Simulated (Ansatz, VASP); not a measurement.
Ni: VASP beside Ansatz

INCAR

```
PREC = Accurate ; ENCUT = 520
EDIFF = 1E-6 ; ISMEAR = -1
SIGMA = 0.05 ; LREAL = False
LASPH = True ; NELM = 150
ALGO = Normal ; ISIF = 2
LWAVE = False ; LCHARG = False
ISPIN = 2 ; MAGMOM = -0.839 -0.839
LORBIT = 11 ; LMAXMIX = 4
GGA = PE ; NBANDS = 21
```

KPOINTS

```
regular mesh
0
Gamma
  17 17 17
```

The input POSCAR:

```
Ni
1.0
    0.0000000000      2.6482979679      2.6482979679
    2.6482979679      0.0000000000      2.6482979679
    2.6482979679      2.6482979679      0.0000000000
Ni
2
Direct
    0.1250000000      0.1250000000      0.1250000000
    0.8750000000      0.8750000000      0.8750000000
```

Input for Ansatz:

```yaml
crystal:
  lattice:
    - [0.0, 2.6482979679, 2.6482979679]
    - [2.6482979679, 0.0, 2.6482979679]
    - [2.6482979679, 2.6482979679, 0.0]
  atoms:
    - { symbol: Ni, position: [0.125, 0.125, 0.125], spin: -0.839 }
    - { symbol: Ni, position: [0.875, 0.875, 0.875], spin: -0.839 }
hamiltonian:
  xc: pbe
  pseudopotentials:
    kind: paw
    azcp:
      Ni: "pseudopotentials/Ni.paw.azcp"
basis:
  ecutwfc: 420
  fft_grid_basis: typed
kpoints:
  mp_grid: { grid: [17, 17, 17], shift: [0, 0, 0] }
magnetization:
  spin_polarized: true
scf:
  occupations: { method: fermi_dirac, width: 0.05 }
output:
  stress: true
```

Alike in both runs: task single point; functional PBE; k mesh 17 × 17 × 17; occupations fermi-dirac, width 0.05 eV; collinear spin.

|  | VASP | Ansatz |
| --- | --- | --- |
| version | VASP 6.6.1 | Ansatz 0.2.0 |
| potentials or method | VASP PAW PBE potentials, release 64 (Ni), cutoff 520 eV | plane waves (420 eV) with PAW, scalar-relativistic |
| valence electrons in the cell | 20 | 36 |

VASP gave:

- pressure (GPa): -7.7
- net moment per atom (μB): 0.80
- size of the moment on the site where the two differ most (μB): 0.82

Question: Which values does Ansatz return?

Answer: Pressure (GPa): -7.8; net moment per atom (μB): 0.81; size of the moment on the site where the two differ most (μB): 0.86.

Site moments also hang on the region over which each program counts them. VASP's potentials hold 20 valence electrons a cell and Ansatz's 36, so a difference there can come from the potentials and not from the codes.
